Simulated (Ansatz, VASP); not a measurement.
# Rb in VASP and in Ansatz

```xyz
1
Lattice="-2.2813 2.2813 3.1862 2.2813 -2.2813 3.1862 2.2813 2.2813 -3.1862" Properties=species:S:1:pos:R:3 pbc="T T T"
Rb    0.0000    0.0000    0.0000
```

Alike in both runs: task single point; functional PBEsol; k mesh 6 × 6 × 6; occupations gaussian, width 0.1 eV; no spin polarisation.

|  | VASP | Ansatz |
| --- | --- | --- |
| version | VASP 6.6.1 | Ansatz 0.2.0 |
| potentials or method | VASP PAW PBE potentials, release 64 (Rb_sv), cutoff 520 eV | scalar-relativistic, plane waves, PAW |
| valence electrons in the cell | 9 | 9 |

```tsv
	VASP	Ansatz	Ansatz less VASP
gap on the k mesh at the Fermi level (eV)	none	none	-
pressure (GPa)	1.3	1.3	0.00
```

VASP's potentials were made for PBE, not for PBEsol. A gap of «none» marks a metal or a gap that the smearing closes.
